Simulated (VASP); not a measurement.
Wanted: the native input for a VASP 6.6.1 run.

```
Task                   : single point
Functional             : PBE
Potentials or basis    : VASP PAW PBE potentials, release 64 (Ta_pv, Cl, F)
Cutoff                 : 600 eV
k mesh                 : 6 × 6 × 4
Occupations            : gaussian, width 0.1 eV
Spin                   : collinear spin
Starting moments       : [1.0, 0.0, 0.0, 0.0, 0.0] μB
Dipole correction      : no
Further INCAR settings : ALGO = Normal; EDIFF = 1e-06; NBANDS = 32
```

The structure of TaCl3F lies in POSCAR:

```
TaCl3F
1.0
    4.2008157028      0.0000000000      0.0000000000
   -2.1004078514      3.6380131152      0.0000000000
    0.0000000000      0.0000000000      6.1574873568
Ta Cl F
1 3 1
Direct
    0.3333333333      0.6666666667      0.0000000000
    0.6666666667      0.3333333333      0.2450533615
    0.6666666667      0.3333333333      0.7549466385
    0.0000000000      0.0000000000      0.0000000000
    0.0000000000      0.0000000000      0.5000000000
```

The cell was built from a structure type or drawn by symmetry, and may not be a known phase.

One way to write it, as run:

INCAR

```
  PREC = Accurate
  ENCUT = 600
  EDIFF = 1E-6
  ISMEAR = 0
  SIGMA = 0.1
  LREAL = False
  LASPH = True
  NELM = 200
  ALGO = Normal
  ISIF = 2
  LWAVE = False
  LCHARG = False
  ISPIN = 2
  MAGMOM = 1 0 0 0 0
  LORBIT = 11
  LMAXMIX = 4
  GGA = PE
  NBANDS = 32
  GGA_COMPAT = False
```

KPOINTS

```
Automatic mesh
0
Gamma
  6 6 4
```

Potentials or basis: VASP PAW PBE potentials, release 64 (Ta_pv, Cl, F).

Command:

```console
$ cat potpaw_PBE.64/Ta_pv/POTCAR potpaw_PBE.64/Cl/POTCAR potpaw_PBE.64/F/POTCAR > POTCAR
$ mpirun -np 1 vasp_std > vasp.out
```

Results of the run:

| Quantity | Value |
| --- | --- |
| Pressure | 0.0 GPa |
| Largest force | 0.006 eV/Å |
| Band gap on the k mesh | zero (filled and empty bands overlap) |
| Net moment | 1.00 μB per cell |
| Site moments | Ta +0.82; Cl -0.04, -0.02 (each value once); F -0.02 μB |
| Valence electrons inside the program's atomic spheres | Ta 8.47; Cl 5.01, 5.16 (each value once); F 5.99 |

Caveat: spin-orbit coupling is left out, which moves the levels of the heavy elements.

Wall time 5.1 min on 1 thread of Intel Xeon 8259CL (shared host), peak memory 0.36 GiB.
